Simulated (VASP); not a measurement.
Runs of VASP 6.6.1 on Cu4O. The structure is that of space group Pm-3m (No. 221), or close to it. The cells are those of the table. 

| task | spin | cell | k mesh | cutoff (eV) | smearing | gap on the mesh (eV) | pressure (GPa) | moment (μB) |
| --- | --- | --- | --- | --- | --- | --- | --- | --- |
| relaxation of cell and atoms | off | relaxed from a = 4.360 Å, 5 atoms | 8 × 8 × 8 | 600 | gaussian 0.01 eV | 0.10 | 0.0 | - |
| single point | collinear, antiferromagnetic start | a = 3.830 Å, 5 atoms | 4 × 4 × 4 | 520 | gaussian 0.1 eV | 0.32 | 69.1 | 0.00 |
| single point | collinear, antiferromagnetic start | a = 4.360 Å, 5 atoms | 4 × 4 × 4 | 520 | gaussian 0.1 eV | (b) | 0.3 | 0.00 |
| single point | off | a = 4.363 Å, 5 atoms | 8 × 8 × 8 | 520 | gaussian 0.01 eV | 0.10 | (a) | - |

Alike in all rows: level PBE; potentials or basis VASP PAW PBE potentials, release 64 (Cu, O).

**Question.** Fill in the values left out.

**Answer.** (a) 0.2; (b) 0.28.

A k mesh can miss the band edges.
